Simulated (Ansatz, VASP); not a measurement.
# Bi2Te3: VASP beside Ansatz

```
Bi Te
1.0
     2.20850    1.27508    9.64827
    -2.20850    1.27508    9.64827
     0.00000   -2.55016    9.64827
Bi Te
2 3
Direct
  0.81200 0.81200 0.81200
  0.40200 0.40200 0.40200
  0.61100 0.61100 0.61100
  0.20000 0.20000 0.20000
  0.00000 0.00000 0.00000
```

Change from the starting cell: zz strain of -3 %.

Alike in both runs: task single point; functional LDA; k mesh 8 × 8 × 8; occupations fermi-dirac, width 0.08 eV; no spin polarisation.

```csv
,VASP,Ansatz
version,VASP 6.6.1,Ansatz 0.2.0
potentials or method,"VASP PAW LDA potentials, release 64 (Bi_d, Te), cutoff 520 eV","all-electron LAPW, scalar-relativistic"
```

```csv
,VASP,Ansatz,Ansatz less VASP
pressure (GPa),-0.3,-0.3,-0.05
"traceless stress, the component that is largest in VASP (GPa)",-0.29,-0.29,+0.007
rms of the force components (eV/Å),0.503,0.493,-0.0095
```

LDA's correlation is that of Perdew and Zunger in VASP and of Perdew and Wang (1992) in Ansatz. Atom by atom the forces differ by 0.011 eV/Å (rms over components). Ansatz ran all-electron here, and VASP with PAW potentials.

Neither program's run includes spin-orbit coupling.
